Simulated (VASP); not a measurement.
# HC18F in VASP: notebook

The runs below take HC18F through single point, with PBE.

All numbers are computed with VASP 6.6.1; they aren't measurements. Logs are shortened: lines on timing, memory, paths and dates and some standing lists are left out, and cuts for length are marked.

### Step 1. The cell of the first run

The cell holds a slab with vacuum, 20 atoms: a = 7.398 Å, b = 7.398 Å, c = 11.000 Å, α = 90.00°, β = 90.00°, γ = 120.00°.

### Step 2. Single point, PBE

INCAR reads:

```
SYSTEM = HC18F
PREC     = Accurate       ! precision mode
ENCUT    = 520            ! plane-wave cutoff, eV
EDIFF    = 1E-6           ! SCF threshold, eV
ISMEAR   = 0              ! smearing method
SIGMA    = 0.02           ! smearing width, eV
LREAL    = Auto         
LASPH    = .True.         ! aspherical terms in the spheres
NELM     = 80             ! most SCF steps
ALGO     = Normal         ! electronic algorithm
ISIF     = 2              ! what is computed and relaxed
LWAVE    = .False.        ! write WAVECAR
LCHARG   = .False.        ! write CHGCAR
GGA      = PE             ! functional
NBANDS   = 56             ! bands
```

KPOINTS reads:

```
regular mesh
0
Gamma
  2 2 1
  0 0 0
```

POSCAR reads:

```
HC18F
1.0
    7.3980000000      0.0000000000      0.0000000000
   -3.6990000000      6.4068560000      0.0000000000
    0.0000000000      0.0000000000     11.0000000000
C F H
18 1 1
Direct
    0.0005264691      0.0141832437      0.0866042727
    0.2236414227      0.1253566492      0.0858218182
    0.0023882476      0.3488146136      0.0884012727
    0.2228426326      0.4589894014      0.0820564545
    0.0017477140      0.6807095399      0.0865042727
    0.2234123453      0.7906238255      0.0848493636
    0.3357450707      0.0149080922      0.0887047273
    0.5553730883      0.1241819701      0.0955200000
    0.3345419723      0.3471231443      0.0813012727
    0.5548854433      0.4576903242      0.0832004545
    0.3340704302      0.6810302901      0.0829779091
    0.5570592622      0.7926919225      0.0838036364
    0.6682942349      0.0142002567      0.0903821818
    0.8900414803      0.1242924767      0.0892378182
    0.6671114181      0.3479489784      0.1003940909
    0.8919425666      0.4599465011      0.0926078182
    0.6688217735      0.6828906409      0.0829427273
    0.8893112233      0.7921047390      0.0853687273
    0.6482189542      0.5833951941      0.2856476364
    0.6572149317      0.4506561409      0.2400372727
```

Potentials or basis: VASP PAW PBE potentials, release 64 (C, F, H).

Command:

```sh
cat potpaw_PBE.64/C/POTCAR potpaw_PBE.64/F/POTCAR potpaw_PBE.64/H/POTCAR > POTCAR
mpirun -np 1 vasp_std > vasp.out
```

OUTCAR:

```text
SYSTEM = HC18F
   PREC = Accurate
   ENCUT = 520
   EDIFF = 1E-6
   ISMEAR = 0
   LREAL = Auto
   LASPH = .True.
   NELM = 80
   ISIF = 2
   GGA = PE

 ion  position               nearest neighbor table
   1  0.001  0.014  0.087-  14 1.41  18 1.42   2 1.43
   2  0.224  0.125  0.086-   9 1.42   7 1.43   1 1.43
   3  0.002  0.349  0.088-   4 1.41  16 1.42  14 1.44
   4  0.223  0.459  0.082-   3 1.41  11 1.42   9 1.43
   5  0.002  0.681  0.087-  16 1.42   6 1.42  18 1.43
   6  0.223  0.791  0.085-  11 1.41   5 1.42   7 1.44
[... 10 lines left out ...]
  17  0.669  0.683  0.083-  18 1.41  12 1.42  10 1.44
  18  0.889  0.792  0.085-  17 1.41   1 1.42   5 1.43
  19  0.648  0.583  0.286-  20 1.13
  20  0.657  0.451  0.240-  19 1.13

  LATTYP: Found a hexagonal cell.
 ALAT       =     7.3980000000
 C/A-ratio  =     1.4868883482

  Lattice vectors:

 A1 = (   7.3980000000,   0.0000000000,   0.0000000000)
 A2 = (  -3.6990000000,   6.4068560000,   0.0000000000)
 A3 = (   0.0000000000,   0.0000000000,  11.0000000000)

Analysis of symmetry for initial positions (statically):
=====================================================================
 Subroutine PRICEL returns:
 Original cell was already a primitive cell.

 Routine SETGRP: Setting up the symmetry group for a
 hexagonal supercell.

 Subroutine GETGRP returns: Found  1 space group operations
 (whereof  1 operations were pure point group operations)
 out of a pool of 24 trial point group operations.

The static configuration has the point symmetry C_1 .

Analysis of symmetry for dynamics (positions and initial velocities):
=====================================================================
 Subroutine PRICEL returns:
 Original cell was already a primitive cell.

 Routine SETGRP: Setting up the symmetry group for a
 hexagonal supercell.

 Subroutine GETGRP returns: Found  1 space group operations
 (whereof  1 operations were pure point group operations)
 out of a pool of 24 trial point group operations.

The dynamic configuration has the point symmetry C_1 .

 Subroutine INISYM returns: Found  1 space group operations
 (whereof  1 operations are pure point group operations),
 and found     1 'primitive' translations

----------------------------------------------------------------------------------------

                                     Primitive cell

  volume of cell :     521.3771

  direct lattice vectors                    reciprocal lattice vectors
     7.398000000  0.000000000  0.000000000     0.135171668  0.078041398  0.000000000
    -3.699000000  6.406856000  0.000000000     0.000000000  0.156082796  0.000000000
     0.000000000  0.000000000 11.000000000     0.000000000  0.000000000  0.090909091

  length of vectors
     7.398000000  7.398000054 11.000000000     0.156082797  0.156082796  0.090909091

  position of ions in fractional coordinates (direct lattice)
     0.000526469  0.014183244  0.086604273
     0.223641423  0.125356649  0.085821818
     0.002388248  0.348814614  0.088401273
     0.222842633  0.458989401  0.082056454
     0.001747714  0.680709540  0.086504273
     0.223412345  0.790623825  0.084849364
[... 12 lines left out ...]
     0.648218954  0.583395194  0.285647636
     0.657214932  0.450656141  0.240037273

  ion indices of the primitive-cell ions
   primitive index   ion index
                 1           1
                 2           2
                 3           3
                 4           4
                 5           5
                 6           6
[... 12 lines left out ...]
                19          19
                20          20

----------------------------------------------------------------------------------------

 KPOINTS: regular mesh

Automatic generation of k-mesh.
 Grid dimensions read from file:
 generate k-points for:    2    2    1

 Generating k-lattice:

  Cartesian coordinates                     Fractional coordinates (reciprocal lattice)
     0.067585834  0.039020699  0.000000000     0.500000000 -0.000000000  0.000000000
     0.000000000  0.078041398  0.000000000     0.000000000  0.500000000  0.000000000
     0.000000000  0.000000000  0.090909091     0.000000000  0.000000000  1.000000000

  Length of vectors
     0.078041399  0.078041398  0.090909091

  Shift w.r.t. Gamma in fractional coordinates (k-lattice)
     0.000000000  0.000000000  0.000000000

 Subroutine IBZKPT returns following result:
 ===========================================

 Found      4 irreducible k-points:

 Following reciprocal coordinates:
            Coordinates               Weight
  0.000000  0.000000  0.000000      1.000000
  0.500000 -0.000000  0.000000      1.000000
  0.000000  0.500000  0.000000      1.000000
  0.500000  0.500000  0.000000      1.000000
   k-points           NKPTS =      4   k-points in BZ     NKDIM =      4   number of bands    NBANDS=     56
   number of dos      NEDOS =    301   number of ions     NIONS =     20
   total plane-waves  NPLWV = 263424
   dimension x,y,z NGX =    56 NGY =   56 NGZ =   84
   dimension x,y,z NGXF=   112 NGYF=  112 NGZF=  168
   ions per type =              18   1   1
   NGX,Y,Z   is equivalent  to a cutoff of  12.58, 12.58, 12.70 a.u.
   NGXF,Y,Z  is equivalent  to a cutoff of  25.17, 25.17, 25.39 a.u.
 SYSTEM =  HC18F
   PREC   = accura    normal or accurate (medium, high low for compatibility)
   ISTART =      0    job   : 0-new  1-cont  2-samecut
   ICHARG =      2    charge: 1-file 2-atom 10-const
   ISPIN  =      1    spin polarized calculation?
   LNONCOLLINEAR =      F non collinear calculations
   LSORBIT =      F    spin-orbit coupling
   LASPH  =      T    aspherical Exc in radial PAW
   ENCUT  =  520.0 eV  38.22 Ry    6.18 a.u.  13.76 13.76 20.45*2*pi/ulx,y,z
   NELM   =     80;   NELMIN=  2; NELMDL= -5     # of ELM steps
   EDIFF  = 0.1E-05   stopping-criterion for ELM
   LREAL  =      T    real-space projection
   EDIFFG = 0.1E-04   stopping-criterion for IOM
   NSW    =      0    number of steps for IOM
   IBRION =     -1    ionic relax: 0-MD 1-quasi-New 2-CG
   NFREE  =      0    steps in history (QN), initial steepest desc. (CG)
   ISIF   =      2    stress and relaxation
   ISYM   =      2    0-nonsym 1-usesym 2-fastsym
   POTIM  = 0.5000    time-step for ionic-motion
   TEBEG  =    0.0;   TEEND  =   0.0 temperature during run
   PSTRESS=    0.0 pullay stress
   NELECT =      80.0000    total number of electrons
   NUPDOWN=      -1.0000    fix difference up-down
   EMIN   =  10.00;   EMAX   =-10.00  energy-range for DOS
   EFERMI =   0.00;   METHOD = LEGACY
   ISMEAR =     0;   SIGMA  =   0.02  broadening in eV -4-tet -1-fermi 0-gaus
   EFERMI_NEDOS =   21; number of points for ismear=-14 and -15
   IALGO  =     38    algorithm
   IMIX   =      4    mixing-type and parameters
     AMIX     =   0.40;   BMIX     =  1.00
     AMIX_MAG =   1.60;   BMIX_MAG =  1.00
  volume/ion in A,a.u.               =      26.07       175.92
  Fermi-wavevector in a.u.,A,eV,Ry     =   0.876437  1.656226 10.451210  0.768142
  Thomas-Fermi vector in A             =   1.996247
   LORBIT       =      0    0 simple, 1 ext, 2 COOP (PROOUT), +10 PAW based schemes
   GGA     = PE    functional components
   LHFCALC =     F    Hartree Fock is set to
   AEXX    =    0.0000 exact exchange contribution
   IVDW    =     0    specifies the selected vdW correction
   LEPSILON=     F    determine dielectric tensor
   LRPA    =     F    only Hartree local field effects (RPA)
 non-spin polarized calculation
 Gauss-broadening in eV      SIGMA  =   0.02
  energy-cutoff  :      520.00
  volume of cell :      521.38
 maximum number of plane-waves:     14099
 NGX is ok and might be reduce to    56
   NGX = 27   NGY = 27   NGZ = 41

 number of electron      79.9999999 magnetization

 Free energy of the ion-electron system (eV)
  ---------------------------------------------------
  ext. energy  EPLUGINS =         0.00000000
  ---------------------------------------------------
  free energy    TOTEN  =      -172.28717938 eV

  energy without entropy =     -172.28371446  energy(sigma->0) =     -172.28544692

 E-fermi :  -1.7418     XC(G=0):  -4.2134

 val. band max:       -1.7557500370   @ k =   0.0000   0.0000   0.0000
 cond. band min:      -1.7278206642   @ k =   0.0000   0.0000   0.0000
 fundamental gap:      0.0279293728
 Fermi energy:        -1.7417853506

 k-point     1 :       0.0000    0.0000    0.0000
  band No.  band energies     occupation
      1     -25.2614      2.00000
      2     -21.2328      2.00000
      3     -18.7603      2.00000
      4     -18.7183      2.00000
      5     -18.6601      2.00000
      6     -18.6463      2.00000
[... 44 lines left out ...]
     51       4.0549      0.00000
     52       4.6713      0.00000

 k-point     2 :       0.5000   -0.0000    0.0000
  band No.  band energies     occupation
      1     -25.2611      2.00000
      2     -20.6001      2.00000
      3     -20.5667      2.00000
      4     -19.3356      2.00000
      5     -19.2551      2.00000
      6     -16.8783      2.00000
[... 44 lines left out ...]
     51       4.4901      0.00000
     52       4.5194      0.00000

 k-point     3 :       0.0000    0.5000    0.0000
  band No.  band energies     occupation
      1     -25.2611      2.00000
      2     -20.6169      2.00000
      3     -20.5498      2.00000
      4     -19.3263      2.00000
      5     -19.2650      2.00000
      6     -16.8866      2.00000
[... 44 lines left out ...]
     51       4.4567      0.00000
     52       4.5423      0.00000

 k-point     4 :       0.5000    0.5000    0.0000
  band No.  band energies     occupation
      1     -25.2611      2.00000
      2     -20.6135      2.00000
      3     -20.5538      2.00000
      4     -19.3184      2.00000
      5     -19.2724      2.00000
      6     -16.8619      2.00000
[... 44 lines left out ...]
     51       4.4240      0.00000
     52       4.6043      0.00000
 [bands above 52 left out]

------------------------ aborting loop because EDIFF is reached ----------------------------------------

  FORCE on cell =-STRESS in cart. coord.  units (eV):
  Direction    XX          YY          ZZ          XY          YZ          ZX
  --------------------------------------------------------------------------------------
  -------------------------------------------------------------------------------------
  Total       -0.7940625     -0.3155472      3.3256259      0.9163844     -1.4742863      1.1387076
  in kB       -2.4401317     -0.9696677     10.2195554      2.8160235     -4.5304405      3.4992168
  external PRESSURE =       2.2699187 kB  Pullay stress =       0.0000000 kB

 VOLUME and BASIS-vectors are now :
 -----------------------------------------------------------------------------
  energy-cutoff  :      520.00
  volume of cell :      521.38
      direct lattice vectors                 reciprocal lattice vectors
     7.398000000  0.000000000  0.000000000     0.135171668  0.078041398  0.000000000
    -3.699000000  6.406856000  0.000000000     0.000000000  0.156082796  0.000000000
     0.000000000  0.000000000 11.000000000     0.000000000  0.000000000  0.090909091

 POSITION                                       TOTAL-FORCE (eV/Angst)
 -----------------------------------------------------------------------------------
     -0.04857      0.09087      0.95265         0.088916     -0.093764     -0.035607
      1.19080      0.80314      0.94404         0.029198      0.062151      0.007997
     -1.27260      2.23481      0.97241         0.088420     -0.065849      0.024918
     -0.04921      2.94068      0.90262        -0.060063      0.069427      0.036341
     -2.50501      4.36121      0.95155         0.061937      0.056327      0.002158
     -1.27171      5.06541      0.93334        -0.151481      0.102749      0.085935
[... 12 lines left out ...]
      2.63755      3.73773      3.14212         1.948476     -2.823084      0.345529
      3.19510      2.88729      2.64041        -1.841947      2.775110      1.686656
 -----------------------------------------------------------------------------------
    total drift:                                0.002377      0.019777      0.012060

  FREE ENERGIE OF THE ION-ELECTRON SYSTEM (eV)
  ---------------------------------------------------
  free  energy   TOTEN  =      -172.2871793764 eV

  energy  without entropy=     -172.2837144583  energy(sigma->0) =     -172.28544692
```

Wall time 5.1 min (1 thread of AMD EPYC 9R14 (Zen 4), shared host); peak memory 0.56 GiB.

What came out:

```
Free energy            : -172.2872 eV
Largest force          : 3.733 eV/Å
Band gap on the k mesh : 0.03 eV
```

Forces in eV/Å, atoms in the order of the input:
```
C    0.089 -0.094 -0.036
C    0.029  0.062  0.008
C    0.088 -0.066  0.025
C   -0.060  0.069  0.036
C    0.062  0.056  0.002
C   -0.151  0.103  0.086
C   -0.140 -0.116 -0.014
C    0.035  0.241 -0.095
C    0.002 -0.054  0.035
C    0.155 -0.053 -0.335
C    0.088 -0.117  0.034
C    0.031  0.055 -0.051
C    0.092 -0.110  0.002
C   -0.162  0.119 -0.014
C   -0.055 -0.030 -0.821
C   -0.151 -0.052 -0.064
C   -0.020 -0.031 -0.639
C   -0.039  0.065 -0.191
F    1.948 -2.823  0.346
H   -1.842  2.775  1.687
```

Caveat: the k points lie up to 0.49 Å⁻¹ apart.

(Continued in part 2 of 2.)
